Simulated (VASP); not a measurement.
ReOs: single point with LDA

ReOs:

```
Re Os
1.0
     2.75733    0.00000    0.00000
    -1.37867    2.38792    0.00000
     0.00000    0.00000    4.38243
Re Os
1 1
Direct
  0.52667 0.26333 0.39500
  0.14000 0.07000 0.10500
```

This cell differs from its parent crystal: shortest bond scaled by 0.58.

```json
{"Program": "VASP 6.6.1", "Task": "single point", "Functional": "LDA", "Potentials or basis": "VASP PAW LDA potentials, release 64 (Re, Os)", "Cutoff": "520 eV", "k mesh": "12 × 12 × 7", "Occupations": "fermi-dirac, width 0.05 eV", "Spin": "no spin polarisation", "Dipole correction": "no", "Further INCAR settings": "ALGO = Normal; EDIFF = 1e-06; NBANDS = 14"}
```

```
Pressure               : 216.6 GPa
Largest force          : 49.962 eV/Å
Band gap on the k mesh : zero (an odd number of electrons rules out a gap without spin polarisation)
```

Forces on the atoms (eV/Å):
```
Re   21.738  12.551  43.199
Os  -21.738 -12.551 -43.199
```

Stress tensor (GPa, compression positive):
```
234.72  97.44 149.99
 97.44 122.21  86.59
149.99  86.59 292.84
```

Levels at points of the mesh, in eV from the Fermi level:
```csv
k point,band 4,band 5,band 6,band 7,band 8,band 9,band 10,band 11
"(0.00, 0.00, 0.00)",-7.22,-6.96,-4.60,-3.69,1.03,1.79,2.44,5.44
"(0.50, 0.00, 0.00)",-6.68,-3.22,-2.58,-1.45,-1.18,0.84,0.90,5.90
"(0.00, 0.50, 0.00)",-5.73,-3.25,-2.54,-1.59,1.03,2.30,3.23,5.34
```

It took 2.7 min on 1 thread of Intel Xeon 8259CL, with other jobs on the host, peak memory 0.25 GiB.

Caveat: the cell differs from its parent crystal (shortest bond scaled by 0.58); atoms lie so close that the PAW spheres overlap strongly, which falsifies energies and pressures; the cell stands under pressure; spin-orbit coupling is left out, which moves the levels of the heavy elements; forces of over 1 eV/Å act on the atoms, so gaps and moduli don't describe the material at rest.
